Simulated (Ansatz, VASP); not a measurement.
# One calculation of SnSe, two programs

Contents of INCAR:

```
ALGO = Normal ; EDIFF = 1E-7
ENCUT = 520 ; ISIF = 2
ISMEAR = 0 ; LASPH = T
LCHARG = T ; LELF = T
LREAL = F ; LVHAR = T
LWAVE = F ; NBANDS = 17
NELM = 100 ; PREC = Accurate
SIGMA = 0.05
```

KPOINTS

```
k-points
0
Gamma
  8 8 8
```

Contents of POSCAR:

```
SnSe
1.0
    0.0000000000      2.9466477701      2.9466477701
    2.9466477701      0.0000000000      2.9466477701
    2.9466477701      2.9466477701      0.0000000000
Sn Se
1 1
Direct
   -0.0089988714      0.0000000000      0.0000000000
    0.5000000000      0.5000000000      0.5000000000
```

Input for Ansatz:

```yaml
crystal:
  lattice:
    - [0.0, 2.9466477701, 2.9466477701]
    - [2.9466477701, 0.0, 2.9466477701]
    - [2.9466477701, 2.9466477701, 0.0]
  atoms:
    - { symbol: Sn, position: [-0.0089988714, 0.0, 0.0] }
    - { symbol: Se, position: [0.5, 0.5, 0.5] }
basis:
  ecutwfc: 420
kpoints:
  mp_grid: { grid: [8, 8, 8] }
hamiltonian:
  xc: lda
scf:
  occupations: { method: gaussian, width: 0.05 }
output:
  forces: true
  stress: true
  eigenvalues: true
```

Change from the starting cell: all Sn atoms moved +0.037 Å, as atom 1 towards its neighbour atom 1 (Sn) at 4.167 Å.

Alike in both runs: task single point; functional LDA; k mesh 8 × 8 × 8; occupations gaussian, width 0.05 eV; no spin polarisation.

```csv
,VASP,Ansatz
version,VASP 6.6.1,Ansatz 0.2.0
potentials or method,"VASP PAW LDA potentials, release 64 (Sn_d, Se), cutoff 520 eV","scalar-relativistic, plane waves, PAW"
valence electrons in the cell,20,30
```

```csv
,VASP,Ansatz,Ansatz less VASP
gap on the k mesh at the Fermi level (eV),0.77,0.78,+0.009
least direct gap on the mesh (eV),0.91,0.89,-0.020
pressure (GPa),0.1,0.0,-0.10
rms of the force components (eV/Å),0.010,0.009,-0.0014
```

LDA's correlation is that of Perdew and Zunger in VASP and of Perdew and Wang (1992) in Ansatz. Atom by atom the forces differ by 0.001 eV/Å (rms over components). VASP's potentials hold 20 valence electrons a cell and Ansatz's 30, so a difference there can come from the potentials and not from the codes.
